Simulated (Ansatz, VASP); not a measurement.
# MoS2: VASP beside Ansatz

Contents of INCAR:

```
PREC = Accurate
ENCUT = 520
EDIFF = 1E-7
ISMEAR = 1
SIGMA = 0.2
LREAL = False
LASPH = True
NELM = 100
ALGO = Normal
ISIF = 2
LWAVE = False
LCHARG = False
GGA = PS
NBANDS = 35
```

File KPOINTS:

```
regular mesh
0
Gamma
  12 12 2
```

File POSCAR:

```
MoS2
1.0
    3.2359000000      0.0000000000      0.0000000000
   -1.6179500000      2.8023716041      0.0000000000
    0.0000000000      0.0000000000     12.0675000000
Mo S
2 4
Direct
    0.3333333333      0.6666666667      0.2500000000
    0.6666666667      0.3333333333      0.7500000000
    0.3333333333      0.6666666667      0.6259932117
    0.6666666667      0.3333333333      0.1259932117
    0.3333333333      0.6666666667      0.8740067883
    0.6666666667      0.3333333333      0.3740067883
```

Input for Ansatz:

```yaml
crystal:
  lattice:
    - [3.2359, 0.0, 0.0]
    - [-1.61795, 2.8023716041, 0.0]
    - [0.0, 0.0, 12.0675]
  atoms:
    - { symbol: Mo, position: [0.3333333333, 0.6666666667, 0.25] }
    - { symbol: Mo, position: [0.6666666667, 0.3333333333, 0.75] }
    - { symbol: S, position: [0.3333333333, 0.6666666667, 0.6259932117] }
    - { symbol: S, position: [0.6666666667, 0.3333333333, 0.1259932117] }
    - { symbol: S, position: [0.3333333333, 0.6666666667, 0.8740067883] }
    - { symbol: S, position: [0.6666666667, 0.3333333333, 0.3740067883] }
basis:
  ecutwfc: 420
kpoints:
  mp_grid: { grid: [12, 12, 2] }
hamiltonian:
  xc: pbesol
scf:
  occupations: { method: cold, width: 0.2 }
output:
  forces: true
  stress: true
  eigenvalues: true
```

Alike in both runs: task single point; functional PBEsol; k mesh 12 × 12 × 2; no spin polarisation.

|  | VASP | Ansatz |
| --- | --- | --- |
| version | VASP 6.6.1 | Ansatz 0.2.0 |
| potentials or method | VASP PAW PBE potentials, release 64 (Mo_sv, S), cutoff 520 eV | scalar-relativistic, plane waves, PAW |
| occupations | methfessel-paxton of order 1, width 0.2 eV | cold, width 0.2 eV |
| valence electrons in the cell | 52 | 52 |

```tsv
	VASP	Ansatz	Ansatz less VASP
pressure (GPa)	-1.9	-1.9	+0.01
traceless stress, the component that is largest in VASP (GPa)	7.75	7.75	-0.001
rms of the force components (eV/Å)	0.280	0.279	-0.0004
```

VASP's potentials were made for PBE, not for PBEsol. Atom by atom the forces differ by 0.000 eV/Å (rms over components).
